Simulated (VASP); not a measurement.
Input of a VASP 6.6.1 run:

File INCAR:

```
ALGO     = Normal         # electronic algorithm
EDIFF    = 1E-6           # SCF threshold, eV
EDIFFG   = -0.3           # ionic threshold
ENCUT    = 520            # plane-wave cutoff, eV
IBRION   = 2              # ionic algorithm
ISIF     = 2              # what is computed and relaxed
ISMEAR   = -1             # smearing method
LASPH    = T              # aspherical terms in the spheres
LCHARG   = F              # write CHGCAR
LREAL    = Auto         
LWAVE    = F              # write WAVECAR
NELM     = 60             # most SCF steps
NSW      = 35             # ionic steps
PREC     = Accurate       # precision mode
SIGMA    = 0.05           # smearing width, eV
```

Contents of KPOINTS:

```
k-points
0
Gamma
  1 1 1
```

Contents of POSCAR:

```
H10C2S
1.0
    8.2327460000      0.0000000000      0.0000000000
    0.0000000000      8.2327460000      0.0000000000
    0.0000000000      0.0000000000      8.2327460000
S H C
3 30 6
Direct
    0.9593984000      0.0987479000      0.2074837000
    0.6948528000      0.5862919000      0.2053500000
    0.6795623000      0.4075145000      0.6187572000
    0.9353066000      0.1911072000      0.0757247000
    0.9401629000     -0.0402923000      0.1252101000
    0.7668796000      0.4528948000      0.1462867000
    0.8080342000      0.6859623000      0.1443017000
    0.7201151000      0.3376926000      0.4775075000
    0.5323551000      0.3382828000      0.6216045000
    0.4391934000      0.0747773000      0.0573640000
    0.2799631000     -0.0710733000      0.0668080000
    0.3297645000      0.0225102000     -0.1215476000
    0.2336620000      0.1375130000      0.0341912000
    0.6986506000      1.0311003000      0.5906653000
    0.5454133000      0.9060945000      0.6778878000
    0.7421140000      0.8251090000      0.6395984000
    0.6103682000      0.8715231000      0.4746599000
    0.3307034000      0.5140357000      0.2535019000
    0.1988118000      0.6384974000      0.3711020000
    0.1402742000      0.5764339000      0.1725136000
    0.2992413000      0.7206025000      0.1982189000
    0.3290260000     -0.0189504000      0.4847054000
    0.1749235000      0.1112311000      0.4071096000
    0.1538651000      0.0241085000      0.6037872000
    0.1370754000     -0.1005389000      0.4280117000
    0.9466521000      0.8294854000      0.7048319000
    0.8757379000      0.7101144000      0.8704750000
    1.0863413000      0.7133901000      0.8219844000
    0.9466947000      0.6138259000      0.6904485000
    0.0126498000      0.4082290000      0.6510395000
    0.1673529000      0.2675574000      0.7057602000
    0.1041863000      0.2839840000      0.4997115000
   -0.0277845000      0.1959544000      0.6465121000
    0.3206457000      0.0409318000      0.0092039000
    0.6491365000      0.9084567000      0.5957029000
    0.2422576000      0.6123924000      0.2488341000
    0.1987225000      0.0039626000      0.4809035000
    0.9638565000      0.7167040000      0.7719349000
    0.0641011000      0.2889312000      0.6257558000
```

Potentials or basis: VASP PAW LDA potentials, release 64 (S, H, C).

The run is started by

```bash
$ cat potpaw_LDA.64/S/POTCAR potpaw_LDA.64/H/POTCAR potpaw_LDA.64/C/POTCAR > POTCAR
$ mpirun -np 1 vasp_gam > vasp.out
```

Problem. Predict the band gap on the k mesh.

Solution. 3.69 eV.

Problem. What does it give for the energy gained by relaxing?

Solution. 12.0 meV/atom.

Final structure:
```xyz
39
Lattice="8.2327 0.0000 0.0000 0.0000 8.2327 0.0000 0.0000 0.0000 8.2327" Properties=species:S:1:pos:R:3 pbc="T T T"
S     7.4550    0.9514    1.6368
S     5.7531    4.8757    1.7027
S     5.4946    3.3360    5.1440
H     7.5738    1.5641    0.4445
H     7.7878    8.0164    1.0372
H     6.3069    3.7521    1.1819
H     6.6954    5.6339    1.1018
H     5.9057    2.7606    3.9873
H     4.2872    2.7462    5.0571
H     3.6640    0.5956    0.4295
H     2.3208    7.6488    0.5119
H     2.7632    0.1762    7.1811
H     1.9634    1.1417    0.2428
H     5.7234    0.2690    4.8458
H     4.4176    7.5117    5.5503
H     6.0043    6.7610    5.2193
H     4.9491    7.2148    3.8602
H     2.7144    4.2148    2.0933
H     1.6136    5.2383    3.0714
H     1.1379    4.7418    1.4178
H     2.4715    5.9231    1.6587
H     2.8474    7.8310    4.0417
H     1.6198    0.7182    3.3364
H     1.3805    0.0160    4.9742
H     1.2564    7.2146    3.5223
H     7.9538    6.8957    5.8905
H     7.2321    5.8812    7.1913
H     0.7734    5.8035    6.8447
H     7.7997    5.1320    5.6996
H     0.0844    3.4571    5.5401
H     1.3757    2.2680    5.8351
H     0.8039    2.5655    4.1542
H     7.9718    1.7304    5.3339
C     2.6760    0.3331    0.0316
C     5.2749    7.5004    4.8680
C     1.9800    5.0293    2.0588
C     1.7796    8.0665    3.9653
C     8.0035    5.9345    6.4169
C     0.5022    2.5057    5.2137
```

Caveat: the k points lie up to 0.76 Å⁻¹ apart.
